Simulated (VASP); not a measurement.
A run of VASP 6.6.1:

The input POSCAR:

```
SrCd4Pt2
1.0
    8.1686656600      0.0000000000      0.0000000000
    0.0000000000      8.1686656600      0.0000000000
    0.0000000000      0.0000000000      4.4167578600
Sr Cd Pt
2 8 4
Direct
    0.0000000000      0.0000000000      0.0000000000
    0.5000000000      0.5000000000      0.5000000000
    0.8447072154      0.4063798094      0.0000000000
    0.0936201906      0.3447072154      0.5000000000
    0.1552927846      0.5936201906      0.0000000000
    0.9063798094      0.6552927846      0.5000000000
    0.3447072154      0.0936201906      0.5000000000
    0.5936201906      0.1552927846      0.0000000000
    0.6552927846      0.9063798094      0.5000000000
    0.4063798094      0.8447072154      0.0000000000
    0.2839537330      0.2839537330      0.0000000000
    0.2160462670      0.7839537330      0.5000000000
    0.7160462670      0.7160462670      0.0000000000
    0.7839537330      0.2160462670      0.5000000000
```

INCAR.step1

```
SYSTEM = SrCd4Pt2
ALGO = Normal ; EDIFF = 1E-4
ENCUT = 520 ; GGA = PE
ISMEAR = -1 ; LASPH = .TRUE.
LCHARG = .FALSE. ; LREAL = .FALSE.
LUSENCCL = .FALSE. ; LWAVE = .TRUE.
NBANDS = 91 ; NELM = 100
PREC = Accurate ; SIGMA = 0.1
```

Contents of INCAR.step2:

```
SYSTEM = SrCd4Pt2
ALGO = Normal ; EDIFF = 1E-6
ENCUT = 520 ; ISIF = 2
ISMEAR = -1 ; ISTART = 1
LASPH = .TRUE. ; LCHARG = .FALSE.
LMIXTAU = .TRUE. ; LREAL = .FALSE.
LUSENCCL = .FALSE. ; LWAVE = .FALSE.
METAGGA = R2SCAN ; NBANDS = 91
NELM = 100 ; PREC = Accurate
SIGMA = 0.1
```

File KPOINTS:

```
k-points
0
G
  4 4 8
  0 0 0
```

Potentials or basis: VASP PAW PBE potentials, release 64 (Sr_sv, Cd, Pt).

Run with:

```bash
$ cat potpaw_PBE.64/Sr_sv/POTCAR potpaw_PBE.64/Cd/POTCAR potpaw_PBE.64/Pt/POTCAR > POTCAR
$ cp INCAR.step1 INCAR
$ mpirun -np 1 vasp_std > vasp.out
$ cp INCAR.step2 INCAR
$ mpirun -np 1 vasp_std > vasp.out
```

Hardware: 1 × NVIDIA H100 80GB with 1 thread of AMD EPYC 7R13 Processor (Zen 3) (shared host).

**Question.** Estimate the wall time of this run.

**Answer.** Run time: 3.8 min on 1 × NVIDIA H100 80GB with 1 thread of AMD EPYC 7R13 Processor (Zen 3) (shared host), peak memory 1.9 GiB. Counts: k points 30.
